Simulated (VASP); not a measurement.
# Ge (Cmcm) in VASP: settings compared, part 2 of 2

VASP 6.6.1.

## 3. Single point, LDA (17.16 Å³/atom)

This run uses another cell than the first one, of 17.16 Å³/atom.

Contents of INCAR:

```
SYSTEM = Ge
PREC = Accurate
ENCUT = 520
EDIFF = 1E-6
ISMEAR = -1
SIGMA = 0.05
LREAL = .False.
LASPH = .True.
NELM = 60
ALGO = Normal
ISIF = 2
LWAVE = .False.
LCHARG = .False.
NBANDS = 21
```

Contents of KPOINTS:

```
regular mesh
0
Gamma
  10 10 6
  0 0 0
```

Contents of POSCAR:

```
Ge
1.0
    1.4576759744     -2.5417218984      0.0000000000
    1.4576759744      2.5417218984      0.0000000000
    0.0000000000      0.0000000000      4.6310871635
Ge
2
Direct
    0.3334466300      0.6665533700      0.2500000000
    0.6665533700      0.3334466300      0.7500000000
```

Potentials or basis: VASP PAW LDA potentials, release 64 (Ge_d).

The run is started by

```sh
$ cat potpaw_LDA.64/Ge_d/POTCAR > POTCAR
$ mpirun -np 1 vasp_std > vasp.out
```

OUTCAR:

```text
SYSTEM = Ge
   PREC = Accurate
   ENCUT = 520
   EDIFF = 1E-6
   ISMEAR = -1
   LREAL = .False.
   LASPH = .True.
   NELM = 60
   ISIF = 2

 ion  position               nearest neighbor table
   1  0.333  0.667  0.250-   2 2.86   2 2.86   2 2.86   2 2.86   2 2.87   2 2.87
   2  0.667  0.333  0.750-   1 2.86   1 2.86   1 2.86   1 2.86   1 2.87   1 2.87

  LATTYP: Found a base centered orthorhombic cell.
 ALAT       =     2.9153519488
 B/A-ratio  =     1.7436809984
 C/A-ratio  =     1.5885173539

  Lattice vectors:

 A1 = (   1.4576759744,  -2.5417218984,   0.0000000000)
 A2 = (   1.4576759744,   2.5417218984,   0.0000000000)
 A3 = (   0.0000000000,   0.0000000000,   4.6310871635)

Analysis of symmetry for initial positions (statically):
=====================================================================
 Subroutine PRICEL returns:
 Original cell was already a primitive cell.

 Routine SETGRP: Setting up the symmetry group for a
 base centered orthorhombic supercell.

 Subroutine GETGRP returns: Found  8 space group operations
 (whereof  4 operations were pure point group operations)
 out of a pool of  8 trial point group operations.

The static configuration has the point symmetry C_2h.
 The point group associated with its full space group is D_2h.

Analysis of symmetry for dynamics (positions and initial velocities):
=====================================================================
 Subroutine PRICEL returns:
 Original cell was already a primitive cell.

 Routine SETGRP: Setting up the symmetry group for a
 base centered orthorhombic supercell.

 Subroutine GETGRP returns: Found  8 space group operations
 (whereof  4 operations were pure point group operations)
 out of a pool of  8 trial point group operations.

The dynamic configuration has the point symmetry C_2h.
 The point group associated with its full space group is D_2h.

 Subroutine INISYM returns: Found  8 space group operations
 (whereof  4 operations are pure point group operations),
[... 112 lines left out ...]
   EFERMI_NEDOS =   21; number of points for ismear=-14 and -15
   IALGO  =     38    algorithm
   IMIX   =      4    mixing-type and parameters
     AMIX     =   0.40;   BMIX     =  1.00
     AMIX_MAG =   1.60;   BMIX_MAG =  1.00
  volume/ion in A,a.u.               =      17.16       115.79
  Fermi-wavevector in a.u.,A,eV,Ry     =   1.529772  2.890851 31.840407  2.340204
  Thomas-Fermi vector in A             =   2.637347
   LORBIT       =      0    0 simple, 1 ext, 2 COOP (PROOUT), +10 PAW based schemes
   GGA     = CA    functional components
   LHFCALC =     F    Hartree Fock is set to
   AEXX    =    0.0000 exact exchange contribution
   IVDW    =     0    specifies the selected vdW correction
   LEPSILON=     F    determine dielectric tensor
   LRPA    =     F    only Hartree local field effects (RPA)
 non-spin polarized calculation
  energy-cutoff  :      520.00
  volume of cell :       34.32
 maximum number of plane-waves:       954
 NGX is ok and might be reduce to    24
   NGX = 11   NGY = 11   NGZ = 17

 number of electron      28.0000001 magnetization

 Free energy of the ion-electron system (eV)
  ---------------------------------------------------
  ext. energy  EPLUGINS =         0.00000000
  ---------------------------------------------------
  free energy    TOTEN  =        -9.77125756 eV

  energy without entropy =       -9.76216789  energy(sigma->0) =       -9.76671273

 E-fermi :   7.4484     XC(G=0): -12.0671

 val. band max:        7.4352753625   @ k =   0.3000   0.2000   0.5000
 cond. band min:       7.4667021150   @ k =   0.3000   0.2000   0.1667
 fundamental gap:      0.0314267524
 Fermi energy:         7.4484087103

 k-point     1 :       0.0000    0.0000    0.0000
  band No.  band energies     occupation
      1     -17.2772      2.00000
      2     -17.2609      2.00000
      3     -17.2592      2.00000
      4     -17.2564      2.00000
      5     -17.2494      2.00000
      6     -17.2454      2.00000
[... 565 lines left out ...]
     20      23.8062      0.00000
     21      24.4217      0.00000

 [... further k-points ...]

------------------------ aborting loop because EDIFF is reached ----------------------------------------

  FORCE on cell =-STRESS in cart. coord.  units (eV):
  Direction    XX          YY          ZZ          XY          YZ          ZX
  --------------------------------------------------------------------------------------
  -------------------------------------------------------------------------------------
  Total        0.6263857      0.7158684      1.2947435      0.0000000      0.0000000      0.0000000
  in kB       29.2449195     33.4227213     60.4494477      0.0000000      0.0000000      0.0000000
  external PRESSURE =      41.0390295 kB  Pullay stress =       0.0000000 kB

 VOLUME and BASIS-vectors are now :
 -----------------------------------------------------------------------------
  energy-cutoff  :      520.00
  volume of cell :       34.32
      direct lattice vectors                 reciprocal lattice vectors
     1.457675974 -2.541721898  0.000000000     0.343011759 -0.196717037  0.000000000
     1.457675974  2.541721898  0.000000000     0.343011759  0.196717037  0.000000000
     0.000000000  0.000000000  4.631087164     0.000000000  0.000000000  0.215932019

 POSITION                                       TOTAL-FORCE (eV/Angst)
 -----------------------------------------------------------------------------------
      1.45768      0.84666      1.15777         0.000000     -0.001590      0.000000
      1.45768     -0.84666      3.47332         0.000000      0.001590     -0.000000
 -----------------------------------------------------------------------------------
    total drift:                                0.000000     -0.000000      0.000000

  FREE ENERGIE OF THE ION-ELECTRON SYSTEM (eV)
  ---------------------------------------------------
  free  energy   TOTEN  =        -9.7712575616 eV

  energy  without entropy=       -9.7621678889  energy(sigma->0) =       -9.76671273
```

OSZICAR:

```text
N       E                     dE             d eps       ncg     rms          rms(c)
DAV:   1     0.171190836604E+03    0.17119E+03   -0.14223E+04  6008   0.384E+03
DAV:   2     0.124827841019E+02   -0.15871E+03   -0.15344E+03  5273   0.570E+02
DAV:   3    -0.922476124270E+01   -0.21708E+02   -0.21492E+02  5877   0.129E+02
DAV:   4    -0.980483072479E+01   -0.58007E+00   -0.57965E+00  5896   0.242E+01
DAV:   5    -0.981305058456E+01   -0.82199E-02   -0.82196E-02  5920   0.310E+00    0.194E+00
DAV:   6    -0.978416237437E+01    0.28888E-01   -0.22117E-02  7117   0.231E+00    0.104E+00
DAV:   7    -0.977168098228E+01    0.12481E-01   -0.13501E-02  7055   0.137E+00    0.916E-02
DAV:   8    -0.977125820907E+01    0.42277E-03   -0.10493E-03  6251   0.588E-01    0.312E-02
DAV:   9    -0.977125748712E+01    0.72195E-06   -0.25449E-05  5875   0.626E-02    0.726E-03
DAV:  10    -0.977125756162E+01   -0.74499E-07   -0.77954E-07  4152   0.956E-03
   1 F= -.97712576E+01 E0= -.97667127E+01  d E =-.908967E-02
```

stdout:

```text
POSCAR found type information on POSCAR Ge
 POSCAR found :  1 types and       2 ions
 scaLAPACK will be used
 LDA part: xc-table for (Slater(with rela. corr.)+CA(PZ))
 , standard interpolation
 POSCAR, INCAR and KPOINTS ok, starting setup
 FFT: planning ... GRIDC
 FFT: planning ... GRID_SOFT
 FFT: planning ... GRID
 WAVECAR not read
 entering main loop
```

Wall time 88 s (1 thread of Intel Xeon 8259CL, shared host); peak memory 0.19 GiB.

Results:

| Item | Value |
| --- | --- |
| Free energy | -9.7713 eV |
| Pressure | 4.1 GPa |
| Band gap on the k mesh | zero (bands 14 and 15 overlap by 9.42 eV) |

Caveat: the cell stands under pressure.

The gap in the log of VASP goes by the Fermi energy; the results here count the filled bands.